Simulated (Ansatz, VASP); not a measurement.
# Two plane-wave programs on Te

Contents of INCAR:

```
ALGO = Normal
EDIFF = 1E-7
ENCUT = 520
GGA = PE
ISIF = 2
ISMEAR = 0
LASPH = True
LCHARG = False
LREAL = False
LWAVE = False
NBANDS = 34
NELM = 80
PREC = Accurate
SIGMA = 0.1
```

The input KPOINTS:

```
k-points
0
Gamma
  4 4 4
```

Contents of POSCAR:

```
Te
1.0
    6.4669384210      0.0000000000      0.0000000000
    0.0000000000      6.4669384210      0.0000000000
    0.0000000000      0.0000000000      6.4669384210
Te
8
Direct
    0.5000000000      0.5000000000      0.5000000000
    0.0000000000      0.0000000000      0.0000000000
    0.2500000000      0.0000000000      0.5000000000
    0.5000000000      0.2500000000      0.0000000000
    0.5000000000      0.7500000000      0.0000000000
    0.7500000000      0.0000000000      0.5000000000
    0.0000000000      0.5000000000      0.7500000000
    0.0000000000      0.5000000000      0.2500000000
```

Input for Ansatz:

```yaml
crystal:
  lattice:
    - [6.466938421, 0.0, 0.0]
    - [0.0, 6.466938421, 0.0]
    - [0.0, 0.0, 6.466938421]
  atoms:
    - { symbol: Te, position: [0.5, 0.5, 0.5] }
    - { symbol: Te, position: [0.0, 0.0, 0.0] }
    - { symbol: Te, position: [0.25, 0.0, 0.5] }
    - { symbol: Te, position: [0.5, 0.25, 0.0] }
    - { symbol: Te, position: [0.5, 0.75, 0.0] }
    - { symbol: Te, position: [0.75, 0.0, 0.5] }
    - { symbol: Te, position: [0.0, 0.5, 0.75] }
    - { symbol: Te, position: [0.0, 0.5, 0.25] }
basis:
  ecutwfc: 420
kpoints:
  mp_grid: { grid: [4, 4, 4] }
hamiltonian:
  xc: pbe
scf:
  occupations: { method: gaussian, width: 0.1 }
  lower_state_search: "off"
output:
  forces: true
  stress: true
  eigenvalues: true
```

Alike in both runs: task single point; functional PBE; k mesh 4 × 4 × 4; occupations gaussian, width 0.1 eV; no spin polarisation.

|  | VASP | Ansatz |
| --- | --- | --- |
| version | VASP 6.6.1 | Ansatz 0.2.0 |
| potentials or method | VASP PAW PBE potentials, release 64 (Te), cutoff 520 eV | scalar-relativistic, plane waves, PAW |
| valence electrons in the cell | 48 | 128 |

|  | VASP | Ansatz | Ansatz less VASP |
| --- | --- | --- | --- |
| gap on the k mesh at the Fermi level (eV) | none | none | - |
| pressure (GPa) | -5.3 | -5.2 | +0.05 |

A gap of «none» marks a metal or a gap that the smearing closes. With one functional, cell and mesh, what is left measures potentials, basis and numerics. VASP's potentials hold 48 valence electrons a cell and Ansatz's 128, so a difference there can come from the potentials and not from the codes.

Spin-orbit coupling is off throughout.
